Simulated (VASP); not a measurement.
Runs of VASP 6.6.1 on Ge. The structure is that of space group Fd-3m (No. 227), or close to it. The cells are those of the table. 

| cell | smearing | gap on the mesh (eV) | pressure (GPa) |
| --- | --- | --- | --- |
| a = 4.011 Å, angles 60.0°, 2 atoms | methfessel-paxton 0.05 eV | 0.33 | (c) |
| a = 3.553 Å, angles 60.0°, 2 atoms | methfessel-paxton 0.0337 eV | 0.23 | (b) |
| a = 3.645 Å, angles 60.0°, 2 atoms | methfessel-paxton 0.05 eV | 0.40 | 40.2 |
| a = 3.775 Å, angles 60.0°, 2 atoms | methfessel-paxton 0.05 eV | (a) | 20.2 |

Alike in all rows: task single point; level r2SCAN; potentials or basis VASP PAW PBE potentials, release 64 (Ge_d); no spin polarisation; k mesh 6 × 6 × 6; cutoff (eV) 520.

**Question.** Estimate the missing entries.

**Answer.** (a) 0.61; (b) 60.3; (c) 0.0.

Caveats: the PAW data sets were made with another functional, which shifts forces and pressure a little.

A k mesh can miss the band edges, and the runs leave out spin-orbit coupling on Ge.
